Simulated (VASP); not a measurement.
Zn5O3: single point with PBE

The system is Zn5O3.

```
CELL_PARAMETERS angstrom
3.33226 0.00000 0.00000
-1.66613 2.88582 0.00000
0.00000 0.00000 13.16740
ATOMIC_POSITIONS crystal
Zn 0.33333 0.66667 0.18456
Zn 0.00000 0.00000 0.00000
Zn 0.33333 0.66667 0.81544
Zn 0.66667 0.33333 0.60026
Zn 0.66667 0.33333 0.39974
O 0.00000 0.00000 0.18323
O 0.33333 0.66667 0.00000
O 0.00000 0.00000 0.81677
```

```json
{
  "Program": "VASP 6.6.1",
  "Task": "single point",
  "Functional": "PBE",
  "Potentials or basis": "VASP PAW PBE potentials, release 64 (Zn, O)",
  "Cutoff": "520 eV",
  "k mesh": "12 × 12 × 4",
  "Occupations": "gaussian, width 0.1 eV",
  "Spin": "no spin polarisation",
  "Dipole correction": "no",
  "Further INCAR settings": "ALGO = Normal; EDIFF = 1e-06; NBANDS = 49"
}
```

The pressure is 0.6 GPa and the largest force is 0.013 eV/Å. The band gap on the k mesh is zero (bands 39 and 40 overlap by 1.66 eV).

Forces in eV/Å, atoms in the order of the input:
```
Zn   0.000  0.000  0.013
Zn   0.000  0.000  0.000
Zn   0.000  0.000 -0.013
Zn   0.000  0.000  0.006
Zn   0.000  0.000 -0.006
O    0.000  0.000  0.011
O    0.000  0.000  0.000
O    0.000  0.000 -0.011
```

Stress tensor (GPa, compression positive):
```
0.88 0.00 0.00
0.00 0.88 0.00
0.00 0.00 0.14
```

Levels at points of the mesh, in eV from the Fermi level:
```tsv
k point	band 36	band 37	band 38	band 39	band 40	band 41	band 42	band 43
(0.00, 0.00, 0.00)	-1.43	-1.43	-1.18	-1.18	-0.70	1.78	2.02	3.84
(0.50, 0.00, 0.00)	-2.26	-2.09	-2.06	-0.49	0.16	1.22	3.06	4.53
(0.00, 0.00, 0.50)	-1.43	-1.43	-1.18	-1.18	0.08	0.56	3.16	3.40
(0.50, 0.00, 0.50)	-2.33	-2.07	-1.92	-0.55	0.08	1.29	3.19	4.35
```

It took 3.9 min on 1 thread of Intel(R) Xeon(R) 6975P-C (Granite Rapids) (shared host), peak memory 0.41 GiB.
